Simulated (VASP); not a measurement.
# LiNbO3 (R3c) in VASP: notebook

LiNbO3 is run at these levels: PBE; tasks: relaxation of the atoms, single point.

All numbers are computed with VASP 6.6.1; they aren't measurements. Logs are shortened: lines on timing, memory, paths and dates and some standing lists are left out, and cuts for length are marked.

## (1) The cell of the first run

Symmetry: R3c, No. 161, trigonal system. Conventional cell: a = 5.150 Å, b = 5.150 Å, c = 13.874 Å, α = 90.00°, β = 90.00°, γ = 120.00°. Within 2.7 Å of Li (site symmetry 3) lie 6 O at 2.06 to 2.26 Å. Nb (site symmetry 3) has 6 O at 1.88 to 2.13 Å within 2.5 Å. Within 2.5 Å of O (site symmetry 1) lie 2 Nb at 1.88 to 2.13 Å and 2 Li at 2.06 to 2.26 Å.

## (2) Relaxation of the atoms, PBE

INCAR

```
PREC = Accurate ; ENCUT = 650
EDIFF = 1E-7 ; ISMEAR = 0
SIGMA = 0.01 ; LREAL = False
LASPH = True ; NELM = 120
ALGO = Normal ; ISIF = 2
LWAVE = False ; LCHARG = False
GGA = PE ; IBRION = 2
NSW = 80 ; EDIFFG = -0.001
GGA_COMPAT = False ; NELMIN = 4
KPAR = 4
```

KPOINTS

```
regular mesh
0
Gamma
  6 6 6
```

POSCAR

```
LiNbO3
1.0
    2.5752491681      1.4868208005      4.6247300000
   -2.5752491681      1.4868208005      4.6247300000
    0.0000000000     -2.9736416009      4.6247300000
Li Nb O
2 2 6
Direct
    0.2803000000      0.2803000000      0.2803000000
    0.7803000000      0.7803000000      0.7803000000
    0.0000600000      0.0000600000      0.0000600000
    0.5000600000      0.5000600000      0.5000600000
    0.1116500000      0.3587900000      0.7208700000
    0.7208700000      0.1116500000      0.3587900000
    0.3587900000      0.7208700000      0.1116500000
    0.2208700000      0.8587900000      0.6116500000
    0.8587900000      0.6116500000      0.2208700000
    0.6116500000      0.2208700000      0.8587900000
```

Potentials or basis: VASP PAW PBE potentials, release 64 (Li_sv, Nb_sv, O).

Launch:

```sh
cat potpaw_PBE.64/Li_sv/POTCAR potpaw_PBE.64/Nb_sv/POTCAR potpaw_PBE.64/O/POTCAR > POTCAR
mpirun -np 4 vasp_std > vasp.out
```

OUTCAR:

```text
PREC = Accurate
   ENCUT = 650
   EDIFF = 1E-7
   ISMEAR = 0
   LREAL = False
   LASPH = True
   NELM = 120
   ISIF = 2
   GGA = PE
   IBRION = 2
   NSW = 80
   EDIFFG = -0.001
   NELMIN = 4

 ion  position               nearest neighbor table
   1  0.280  0.280  0.280-   9 2.06  10 2.06   8 2.06   6 2.26   5 2.26   7 2.26
   2  0.780  0.780  0.780-   5 2.06   6 2.06   7 2.06  10 2.26   9 2.26   8 2.26
   3  0.000  0.000  0.000-   7 1.88   6 1.88   5 1.88  10 2.13   8 2.13   9 2.13
   4  0.500  0.500  0.500-   8 1.88  10 1.88   9 1.88   6 2.13   7 2.13   5 2.13
   5  0.112  0.359  0.721-   3 1.88   2 2.06   4 2.13   1 2.26
   6  0.721  0.112  0.359-   3 1.88   2 2.06   4 2.13   1 2.26
   7  0.359  0.721  0.112-   3 1.88   2 2.06   4 2.13   1 2.26
   8  0.221  0.859  0.612-   4 1.88   1 2.06   3 2.13   2 2.26
   9  0.859  0.612  0.221-   4 1.88   1 2.06   3 2.13   2 2.26
  10  0.612  0.221  0.859-   4 1.88   1 2.06   3 2.13   2 2.26

  LATTYP: Found a trigonal (rhomboedric) cell.
 ALAT       =     5.4982426232
 COS(alpha) =     0.5612463864

  Lattice vectors:

 A1 = (   2.5752491681,   1.4868208005,   4.6247300000)
 A2 = (  -2.5752491681,   1.4868208005,   4.6247300000)
 A3 = (   0.0000000000,  -2.9736416009,   4.6247300000)

Analysis of symmetry for initial positions (statically):
=====================================================================
 Subroutine PRICEL returns:
 Original cell was already a primitive cell.

 Routine SETGRP: Setting up the symmetry group for a
 trigonal (rhombohedral) supercell.

 Subroutine GETGRP returns: Found  6 space group operations
 (whereof  3 operations were pure point group operations)
 out of a pool of 12 trial point group operations.

The static configuration has the point symmetry C_3 .
 The point group associated with its full space group is C_3v.

Analysis of symmetry for dynamics (positions and initial velocities):
=====================================================================
 Subroutine PRICEL returns:
 Original cell was already a primitive cell.

 Routine SETGRP: Setting up the symmetry group for a
 trigonal (rhombohedral) supercell.

 Subroutine GETGRP returns: Found  6 space group operations
 (whereof  3 operations were pure point group operations)
 out of a pool of 12 trial point group operations.

The dynamic configuration has the point symmetry C_3 .
 The point group associated with its full space group is C_3v.

 Subroutine INISYM returns: Found  6 space group operations
 (whereof  3 operations are pure point group operations),
 and found     1 'primitive' translations

----------------------------------------------------------------------------------------

                                     Primitive cell

  volume of cell :     106.2467

  direct lattice vectors                    reciprocal lattice vectors
     2.575249168  1.486820801  4.624730000     0.194155970  0.112096001  0.072076280
    -2.575249168  1.486820801  4.624730000    -0.194155970  0.112096001  0.072076280
     0.000000000 -2.973641601  4.624730000     0.000000000 -0.224192003  0.072076280

  length of vectors
     5.498242623  5.498242623  5.498242623     0.235493194  0.235493194  0.235493194

  position of ions in fractional coordinates (direct lattice)
     0.280300000  0.280300000  0.280300000
     0.780300000  0.780300000  0.780300000
     0.000060000  0.000060000  0.000060000
     0.500060000  0.500060000  0.500060000
     0.111650000  0.358790000  0.720870000
     0.720870000  0.111650000  0.358790000
     0.358790000  0.720870000  0.111650000
     0.220870000  0.858790000  0.611650000
     0.858790000  0.611650000  0.220870000
     0.611650000  0.220870000  0.858790000

  ion indices of the primitive-cell ions
   primitive index   ion index
                 1           1
                 2           2
                 3           3
                 4           4
                 5           5
                 6           6
                 7           7
                 8           8
                 9           9
                10          10

----------------------------------------------------------------------------------------

 KPOINTS: regular mesh

Automatic generation of k-mesh.
 Grid dimensions read from file:
 generate k-points for:    6    6    6

 Generating k-lattice:

  Cartesian coordinates                     Fractional coordinates (reciprocal lattice)
     0.032359328  0.018682667  0.012012713     0.166666667 -0.000000000 -0.000000000
    -0.032359328  0.018682667  0.012012713    -0.000000000  0.166666667 -0.000000000
     0.000000000 -0.037365334  0.012012713     0.000000000  0.000000000  0.166666667

  Length of vectors
     0.039248866  0.039248866  0.039248866

  Shift w.r.t. Gamma in fractional coordinates (k-lattice)
     0.000000000  0.000000000  0.000000000

 Subroutine IBZKPT returns following result:
 ===========================================

 Found     32 irreducible k-points:

 Following reciprocal coordinates:
            Coordinates               Weight
  0.000000  0.000000  0.000000      1.000000
  0.166667 -0.000000  0.000000      6.000000
  0.333333  0.000000  0.000000      6.000000
  0.500000  0.000000  0.000000      3.000000
  0.166667  0.166667  0.000000      6.000000
  0.333333  0.166667 -0.000000     12.000000
[... 16 lines left out ...]
  0.500000  0.500000  0.166667      6.000000
 -0.333333  0.500000  0.166667     12.000000
 [... further k-points ...]
   k-points           NKPTS =     32   k-points in BZ     NKDIM =     32   number of bands    NBANDS=     40
   number of dos      NEDOS =    301   number of ions     NIONS =     10
   total plane-waves  NPLWV = 110592
   dimension x,y,z NGX =    48 NGY =   48 NGZ =   48
   dimension x,y,z NGXF=    96 NGYF=   96 NGZF=   96
   ions per type =               2   2   6
   NGX,Y,Z   is equivalent  to a cutoff of  14.51, 14.51, 14.51 a.u.
   NGXF,Y,Z  is equivalent  to a cutoff of  29.03, 29.03, 29.03 a.u.
 SYSTEM =  unknown system
   PREC   = accura    normal or accurate (medium, high low for compatibility)
   ISTART =      0    job   : 0-new  1-cont  2-samecut
   ICHARG =      2    charge: 1-file 2-atom 10-const
   ISPIN  =      1    spin polarized calculation?
   LNONCOLLINEAR =      F non collinear calculations
   LSORBIT =      F    spin-orbit coupling
   LASPH  =      T    aspherical Exc in radial PAW
   ENCUT  =  650.0 eV  47.77 Ry    6.91 a.u.  11.43 11.43 11.43*2*pi/ulx,y,z
   NELM   =    120;   NELMIN=  4; NELMDL= -5     # of ELM steps
   EDIFF  = 0.1E-06   stopping-criterion for ELM
   LREAL  =      F    real-space projection
   EDIFFG = -.1E-02   stopping-criterion for IOM
   NSW    =     80    number of steps for IOM
   IBRION =      2    ionic relax: 0-MD 1-quasi-New 2-CG
   NFREE  =      1    steps in history (QN), initial steepest desc. (CG)
   ISIF   =      2    stress and relaxation
   ISYM   =      2    0-nonsym 1-usesym 2-fastsym
   POTIM  = 0.5000    time-step for ionic-motion
   TEBEG  =    0.0;   TEEND  =   0.0 temperature during run
   PSTRESS=    0.0 pullay stress
   NELECT =      68.0000    total number of electrons
   NUPDOWN=      -1.0000    fix difference up-down
   EMIN   =  10.00;   EMAX   =-10.00  energy-range for DOS
   EFERMI =   0.00;   METHOD = LEGACY
   ISMEAR =     0;   SIGMA  =   0.01  broadening in eV -4-tet -1-fermi 0-gaus
   EFERMI_NEDOS =   21; number of points for ismear=-14 and -15
   IALGO  =     38    algorithm
   IMIX   =      4    mixing-type and parameters
     AMIX     =   0.40;   BMIX     =  1.00
     AMIX_MAG =   1.60;   BMIX_MAG =  1.00
  volume/ion in A,a.u.               =      10.62        71.70
  Fermi-wavevector in a.u.,A,eV,Ry     =   1.410823  2.666069 27.081341  1.990422
  Thomas-Fermi vector in A             =   2.532738
   LORBIT       =      0    0 simple, 1 ext, 2 COOP (PROOUT), +10 PAW based schemes
   GGA     = PE    functional components
   LHFCALC =     F    Hartree Fock is set to
   AEXX    =    0.0000 exact exchange contribution
   IVDW    =     0    specifies the selected vdW correction
   LEPSILON=     F    determine dielectric tensor
   LRPA    =     F    only Hartree local field effects (RPA)
 conjugate gradient relaxation of ions
 non-spin polarized calculation
 Gauss-broadening in eV      SIGMA  =   0.01
  energy-cutoff  :      650.00
  volume of cell :      106.25
 maximum number of plane-waves:      4027
 NGX is ok and might be reduce to    48
   NGX = 23   NGY = 23   NGZ = 23

--------------------------------------- Ionic step        1  -------------------------------------------

 number of electron      68.0000002 magnetization

 Free energy of the ion-electron system (eV)
  ---------------------------------------------------
  ext. energy  EPLUGINS =         0.00000000
  ---------------------------------------------------
  free energy    TOTEN  =       -80.03260325 eV

  energy without entropy =      -80.03260325  energy(sigma->0) =      -80.03260325

------------------------ aborting loop because EDIFF is reached ----------------------------------------

  FORCE on cell =-STRESS in cart. coord.  units (eV):
  Direction    XX          YY          ZZ          XY          YZ          ZX
  --------------------------------------------------------------------------------------
  -------------------------------------------------------------------------------------
  Total        2.6996882      2.6996882      2.4656402      0.0000000      0.0000000      0.0000000
  in kB       40.7107101     40.7107101     37.1813164      0.0000000      0.0000000      0.0000000
  external PRESSURE =      39.5342455 kB  Pullay stress =       0.0000000 kB
[... 113 lines left out ...]
  FREE ENERGIE OF THE ION-ELECTRON SYSTEM (eV)
  ---------------------------------------------------
  free  energy   TOTEN  =       -80.0397300836 eV

  energy  without entropy=      -80.0397300836  energy(sigma->0) =      -80.03973008

[... ionic steps 4 to 16 ...]

--------------------------------------- Ionic step       17  -------------------------------------------

 number of electron      68.0000003 magnetization

------------------------ aborting loop because EDIFF is reached ----------------------------------------

  FORCE on cell =-STRESS in cart. coord.  units (eV):
  Direction    XX          YY          ZZ          XY          YZ          ZX
  --------------------------------------------------------------------------------------
  -------------------------------------------------------------------------------------
  Total        1.3658289      1.3658289      1.7568125      0.0000000      0.0000000      0.0000000
  in kB       20.5964018     20.5964018     26.4923493      0.0000000      0.0000000      0.0000000
  external PRESSURE =      22.5617176 kB  Pullay stress =       0.0000000 kB
[... 73 lines left out ...]
  energy  without entropy=      -80.0443318879  energy(sigma->0) =      -80.04433189

--------------------------------------- Ionic step       19  -------------------------------------------

 number of electron      68.0000003 magnetization

 Free energy of the ion-electron system (eV)
  ---------------------------------------------------
  ext. energy  EPLUGINS =         0.00000000
  ---------------------------------------------------
  free energy    TOTEN  =       -80.04433543 eV

  energy without entropy =      -80.04433543  energy(sigma->0) =      -80.04433543

 E-fermi :   3.6550     XC(G=0): -10.8078

 val. band max:        3.5420445257   @ k =   0.1667   0.1667   0.1667
 cond. band min:       7.1019802275   @ k =   0.5000   0.3333   0.0000
 fundamental gap:      3.5599357018
 Fermi energy:         3.6549874711

 k-point     1 :       0.0000    0.0000    0.0000
  band No.  band energies     occupation
      1     -50.6626      2.00000
      2     -50.6476      2.00000
      3     -38.9863      2.00000
      4     -38.9838      2.00000
      5     -26.9509      2.00000
      6     -26.9509      2.00000
[... 1021 lines left out ...]
     39       8.6658      0.00000
     40       8.8274      0.00000

 [... further k-points ...]
[... 5 lines left out ...]
  --------------------------------------------------------------------------------------
  -------------------------------------------------------------------------------------
  Total        1.3453861      1.3453861      1.7491966      0.0000000      0.0000000      0.0000000
  in kB       20.2881289     20.2881289     26.3775036      0.0000000      0.0000000      0.0000000
  external PRESSURE =      22.3179204 kB  Pullay stress =       0.0000000 kB
[... 25 lines left out ...]
  FREE ENERGIE OF THE ION-ELECTRON SYSTEM (eV)
  ---------------------------------------------------
  free  energy   TOTEN  =       -80.0443354267 eV

  energy  without entropy=      -80.0443354267  energy(sigma->0) =      -80.04433543

 reached required accuracy - stopping structural energy minimisation
```

Wall time 17 min (4 MPI ranks of AMD EPYC 7R43 (Zen 3), shared host); peak memory 0.43 GiB.

What came out:

* Free energy: -80.0443 eV
* Energy gained by relaxing: 1.2 meV/atom
* Ionic steps: 19
* Pressure after relaxing: 2.2 GPa
* Band gap on the k mesh: 3.56 eV (least direct gap 3.59 eV)

Stress tensor (GPa, compression positive):
```
2.03 0.00 0.00
0.00 2.03 0.00
0.00 0.00 2.64
```

The path:
```tsv
step	energy change (eV)	largest force (eV/Å)	pressure (GPa)
1	0.0000	0.2055	3.95
2	-0.0071	0.0948	2.67
3	-0.0071	0.0980	2.59
4	-0.0099	0.0583	2.42
5	-0.0114	0.0201	2.19
6	-0.0114	0.0199	2.18
7	-0.0115	0.0176	2.24
8	-0.0115	0.0153	2.30
9	-0.0116	0.0136	2.28
10	-0.0117	0.0082	2.23
11	-0.0117	0.0100	2.21
12	-0.0117	0.0061	2.23
13	-0.0117	0.0047	2.25
14	-0.0117	0.0059	2.27
15	-0.0117	0.0045	2.25
16	-0.0117	0.0044	2.26
17	-0.0117	0.0045	2.26
18	-0.0117	0.0029	2.25
19	-0.0117	0.0007	2.23
```

Final structure:
```yaml
crystal:
  lattice:
    - [2.57525, 1.48682, 4.62473]
    - [-2.57525, 1.48682, 4.62473]
    - [0.00000, -2.97364, 4.62473]
  atoms:
    - { symbol: Li, position: [0.28149, 0.28149, 0.28149] }
    - { symbol: Li, position: [0.78149, 0.78149, 0.78149] }
    - { symbol: Nb, position: [0.00000, 0.00000, 0.00000] }
    - { symbol: Nb, position: [0.50000, 0.50000, 0.50000] }
    - { symbol: O, position: [0.10743, 0.36274, 0.72001] }
    - { symbol: O, position: [0.72001, 0.10743, 0.36274] }
    - { symbol: O, position: [0.36274, 0.72001, 0.10743] }
    - { symbol: O, position: [0.22001, 0.86274, 0.60743] }
    - { symbol: O, position: [0.86274, 0.60743, 0.22001] }
    - { symbol: O, position: [0.60743, 0.22001, 0.86274] }
```

Levels at points of the mesh, in eV from the valence-band top:
| k point | band 32 | band 33 | band 34 | band 35 | band 36 | band 37 |
| --- | --- | --- | --- | --- | --- | --- |
| (0.00, 0.00, 0.00) | -0.53 | -0.01 | -0.01 | 3.58 | 3.58 | 4.01 |
| (0.50, 0.00, 0.00) | -0.29 | -0.20 | -0.20 | 3.86 | 3.86 | 4.68 |
| (0.50, 0.50, 0.00) | -0.66 | -0.48 | -0.21 | 3.66 | 4.08 | 4.57 |
| (0.50, 0.50, 0.50) | -0.30 | -0.30 | -0.30 | 4.59 | 4.59 | 4.80 |

A k mesh can miss the band edges. As with any semilocal functional, this PBE gap is likely too small.

(Continued in part 2 of 2.)
